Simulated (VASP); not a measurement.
A run of VASP 6.6.1 is set up as follows.

The input POSCAR:

```
Re
1.0
    4.3554152738      0.0000000000      0.0000000000
   -2.1777076369      3.7719002711      0.0000000000
    0.0000000000      0.0000000000      2.7268875601
Re
3
Direct
    1.0000000000      1.0000000000      0.0000000000
    0.3333333333      0.6666666667      0.5000000000
    0.6666666667      0.3333333333      0.5000000000
```

Contents of INCAR.step1:

```
SYSTEM = Re
ALGO = Normal
EDIFF = 1E-4
ENCUT = 520
GGA = PE
ISMEAR = -1
LASPH = .True.
LCHARG = .False.
LREAL = .False.
LWAVE = .True.
NBANDS = 18
NELM = 100
PREC = Accurate
SIGMA = 0.1
```

File INCAR.step2:

```
SYSTEM = Re
ALGO = Normal
EDIFF = 1E-6
ENCUT = 520
ISIF = 2
ISMEAR = -1
ISTART = 1
LASPH = .True.
LCHARG = .False.
LMIXTAU = .True.
LREAL = .False.
LWAVE = .False.
METAGGA = R2SCAN
NBANDS = 18
NELM = 100
PREC = Accurate
SIGMA = 0.1
```

File KPOINTS:

```
k-points
0
Gamma
  10 10 13
  0 0 0
```

Potentials or basis: VASP PAW PBE potentials, release 64 (Re).

Launch:

```bash
$ cat potpaw_PBE.64/Re/POTCAR > POTCAR
$ cp INCAR.step1 INCAR
$ mpirun -np 1 vasp_std > vasp.out
$ cp INCAR.step2 INCAR
$ mpirun -np 1 vasp_std > vasp.out
```

Q: Predict the pressure.

A: -0.2 GPa.

Caveat: the PAW data sets were made with another functional, which shifts forces and pressure a little.
